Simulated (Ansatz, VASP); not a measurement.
**CaO: VASP beside Ansatz**

Contents of POSCAR:

```
CaO
1.0
   -0.2585328953      2.3267960578      2.3267960578
    2.3267960578     -0.2585328953      2.3267960578
    2.3267960578      2.3267960578     -0.2585328953
Ca O
1 1
Direct
    0.0000000000      0.0000000000      0.0000000000
    0.5000000000      0.5000000000      0.5000000000
```

File INCAR.step1:

```
SYSTEM = CaO
PREC = Accurate
ENCUT = 520
ISMEAR = 0
SIGMA = 0.05
LREAL = .FALSE.
LASPH = .TRUE.
NELM = 100
NBANDS = 15
GGA = PE
ALGO = Normal
EDIFF = 1E-4
LWAVE = .TRUE.
LCHARG = .FALSE.
```

The input INCAR.step2:

```
SYSTEM = CaO
PREC = Accurate
ENCUT = 520
EDIFF = 1E-7
ISMEAR = 0
SIGMA = 0.05
LREAL = .FALSE.
LASPH = .TRUE.
NELM = 100
ALGO = Normal
ISIF = 2
LWAVE = .FALSE.
LCHARG = .FALSE.
METAGGA = R2SCAN
LMIXTAU = .TRUE.
NBANDS = 15
ISTART = 1
```

File KPOINTS:

```
regular mesh
0
G
  10 10 10
  0 0 0
```

Input for Ansatz:

```yaml
crystal:
  lattice:
    - [-0.2585328953, 2.3267960578, 2.3267960578]
    - [2.3267960578, -0.2585328953, 2.3267960578]
    - [2.3267960578, 2.3267960578, -0.2585328953]
  atoms:
    - { symbol: Ca, position: [0.0, 0.0, 0.0] }
    - { symbol: O, position: [0.5, 0.5, 0.5] }
basis:
  ecutwfc: 500
kpoints:
  mp_grid: { grid: [10, 10, 10] }
hamiltonian:
  xc: r2scan
scf:
  occupations: { method: gaussian, width: 0.05 }
output:
  forces: true
  stress: true
  eigenvalues: true
  write_density: true
  write_potential: true
  elf: true
  volumetric_format: npy
```

Alike in both runs: task single point; functional r2SCAN; k mesh 10 × 10 × 10; occupations gaussian, width 0.05 eV; no spin polarisation.

|  | VASP | Ansatz |
| --- | --- | --- |
| version | VASP 6.6.1 | Ansatz 0.2.0 |
| potentials or method | VASP PAW PBE potentials, release 64 (Ca_sv, O), cutoff 520 eV | scalar-relativistic, plane waves, PAW |
| valence electrons in the cell | 16 | 16 |

|  | VASP | Ansatz | Ansatz less VASP |
| --- | --- | --- | --- |
| gap on the k mesh at the Fermi level (eV) | 3.77 | 3.78 | +0.007 |
| least direct gap on the mesh (eV) | 4.20 | 4.21 | +0.009 |
| pressure (GPa) | -6.6 | -7.3 | -0.77 |
| traceless stress, the component that is largest in VASP (GPa) | 5.97 | 6.04 | +0.072 |

VASP's potentials were made for PBE, not for r2SCAN. With one functional, cell and mesh, what is left measures potentials, basis and numerics.
